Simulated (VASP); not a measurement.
Zn4C: relaxation of cell and atoms with PBE

Crystal: Zn4C.

```
CELL_PARAMETERS angstrom
4.44255 0.00000 0.00000
0.00000 4.44255 0.00000
0.00000 0.00000 4.44255
ATOMIC_POSITIONS crystal
Zn 0.24378 0.75622 0.75622
Zn 0.75622 0.24378 0.75622
Zn 0.75622 0.75622 0.24378
Zn 0.24378 0.24378 0.24378
C 0.00000 0.00000 0.00000
```

```
Program                : VASP 6.6.1
Task                   : relaxation of cell and atoms
Functional             : PBE
Potentials or basis    : VASP PAW PBE potentials, release 64 (Zn, C)
Cutoff                 : 600 eV
k mesh                 : 4 × 4 × 4
Occupations            : gaussian, width 0.1 eV
Spin                   : no spin polarisation
Dipole correction      : no
Further INCAR settings : ALGO = Normal; EDIFF = 1e-07; IBRION = 2; EDIFFG = -0.04; NSW = 90; ISIF = 3
```

```
Relaxed volume                         : 14.94 Å³/atom
Relaxed cell                           : a = 4.211 Å, b = 4.211 Å, c = 4.211 Å, α = 90.00°, β = 90.00°, γ = 90.00°
Space group after relaxing (to 0.05 Å) : P-43m (No. 215)
Energy gained by relaxing              : 224.1 meV/atom
Ionic steps                            : 8
Pressure after relaxing                : -0.4 GPa
Largest force after relaxing           : 0.020 eV/Å
Band gap on the k mesh                 : zero (band 26 reaches 3.86 eV, above the bottom of band 27 at 0.14 eV)
```

Forces in eV/Å, atoms in the order of the input:
```
Zn   0.012 -0.012 -0.012
Zn  -0.012  0.012 -0.012
Zn  -0.012 -0.012  0.012
Zn   0.012  0.012  0.012
C    0.000  0.000  0.000
```

Step by step:
```tsv
step	energy change (eV)	largest force (eV/Å)	pressure (GPa)	volume (Å³)
1	0.0000	2.2405	1.33	87.68
2	-0.5509	0.5893	-6.05	89.53
3	-0.5803	0.1908	-7.73	90.18
4	-1.0403	0.0467	-4.31	79.64
5	-1.1141	0.2126	-0.94	74.83
6	-1.1139	0.1890	-1.19	75.12
7	-1.1201	0.0816	-0.14	74.56
8	-1.1207	0.0201	-0.40	74.69
```

Final structure:
```yaml
crystal:
  lattice:
    - [4.21127, 0.00000, 0.00000]
    - [0.00000, 4.21127, 0.00000]
    - [0.00000, 0.00000, 4.21127]
  atoms:
    - { symbol: Zn, position: [0.27521, 0.72479, 0.72479] }
    - { symbol: Zn, position: [0.72479, 0.27521, 0.72479] }
    - { symbol: Zn, position: [0.72479, 0.72479, 0.27521] }
    - { symbol: Zn, position: [0.27521, 0.27521, 0.27521] }
    - { symbol: C, position: [0.00000, 0.00000, 0.00000] }
```

Levels at points of the mesh, in eV from the Fermi level:
| k point | band 24 | band 25 | band 26 | band 27 | band 28 | band 29 |
| --- | --- | --- | --- | --- | --- | --- |
| (0.00, 0.00, 0.00) | -2.08 | -2.08 | -0.56 | -0.56 | 3.31 | 3.31 |
| (0.50, 0.00, 0.00) | -1.83 | -1.83 | -1.59 | 1.61 | 2.59 | 2.59 |
| (0.50, 0.50, 0.00) | -5.04 | -1.47 | 1.28 | 1.28 | 1.51 | 3.49 |
| (0.50, 0.50, 0.50) | -3.77 | -3.23 | -2.43 | -2.43 | -2.43 | 5.25 |

Wall time 2 min on 1 thread of AMD EPYC 9R45 96-Core Processor (Zen 5), on a shared host, peak memory 0.19 GiB.
